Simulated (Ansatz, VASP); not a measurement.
**BP: VASP beside Ansatz**

```xyz
2
Lattice="0.0000 2.2690 2.3371 2.2690 0.0000 2.3371 2.2690 2.2690 0.0000" Properties=species:S:1:pos:R:3 pbc="T T T"
B     0.0000    0.0000    0.0000
P     3.4035    3.4035    3.5056
```

Change from the starting cell: zz strain of +3 %.

Alike in both runs: task single point; functional LDA; k mesh 15 × 15 × 15; occupations fermi-dirac, width 0.05 eV; no spin polarisation.

|  | VASP | Ansatz |
| --- | --- | --- |
| version | VASP 6.6.1 | Ansatz 0.2.0 |
| potentials or method | VASP PAW LDA potentials, release 64 (B, P), cutoff 520 eV | all-electron LAPW, scalar-relativistic |

Ansatz gave:

```
pressure (GPa)                                                : -9.6
traceless stress, the component that is largest in VASP (GPa) : -5.33
```

Question: Which values does VASP return?

Answer: Pressure (GPa): -9.7; traceless stress, the component that is largest in VASP (GPa): -5.34.

LDA's correlation is that of Perdew and Zunger in VASP and of Perdew and Wang (1992) in Ansatz. Ansatz ran all-electron here, and VASP with PAW potentials.
